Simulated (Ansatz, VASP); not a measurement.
**Two plane-wave programs on As**

```
CELL_PARAMETERS angstrom
1.42493 -4.34938 0.00000
1.42493 4.34938 0.00000
0.00000 0.00000 3.69446
ATOMIC_POSITIONS crystal
As 0.90389 0.09611 0.25000
As 0.09611 0.90389 0.75000
```

Alike in both runs: functional PBE; k mesh 20 × 20 × 18; occupations gaussian, width 0.1 eV; no spin polarisation.

Ansatz relaxed the structure, and its values are those at the end. VASP's run is a single point on that final structure, the one shown.

|  | VASP | Ansatz |
| --- | --- | --- |
| version | VASP 6.6.1 | Ansatz 0.2.0 |
| potentials or method | VASP PAW PBE potentials, release 64 (As_d), cutoff 600 eV | scalar-relativistic, plane waves, PAW |
| valence electrons in the cell | 30 | 30 |

|  | VASP | Ansatz | Ansatz less VASP |
| --- | --- | --- | --- |
| gap on the k mesh at the Fermi level (eV) | none | none | - |
| pressure (GPa) | 0.1 | 0.0 | -0.06 |
| rms of the force components (eV/Å) | 0.006 | 0.000 | -0.0064 |

A gap of «none» marks a metal or a gap that the smearing closes.
